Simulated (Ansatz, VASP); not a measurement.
## One calculation of PbS, two programs

```
Pb S
1.0
     2.94050   -2.90000    0.00000
     2.94050    2.90000    0.00000
    -1.08005    0.00000   12.06057
Pb S
2 2
Direct
  0.77560 0.77560 0.63638
  0.22440 0.22440 0.36362
  0.26840 0.26840 0.59860
  0.73160 0.73160 0.40140
```

Change from the starting cell: zz strain of +3 %.

Alike in both runs: task single point; functional PBE; k mesh 7 × 7 × 3; occupations fermi-dirac, width 0.01 eV; no spin polarisation.

|  | VASP | Ansatz |
| --- | --- | --- |
| version | VASP 6.6.1 | Ansatz 0.2.0 |
| potentials or method | VASP PAW PBE potentials, release 64 (Pb_d, S), cutoff 520 eV | all-electron LAPW, scalar-relativistic |

VASP gave:

```
gap on the k mesh at the Fermi level (eV) : 1.15
rms of the force components (eV/Å)        : 0.288
```

Problem. Estimate Ansatz's values.

Solution. gap on the k mesh at the Fermi level (eV): 1.15; rms of the force components (eV/Å): 0.287.

Atom by atom the forces differ by 0.002 eV/Å (rms over components). Ansatz ran all-electron here, and VASP with PAW potentials.

Neither program's run includes spin-orbit coupling.
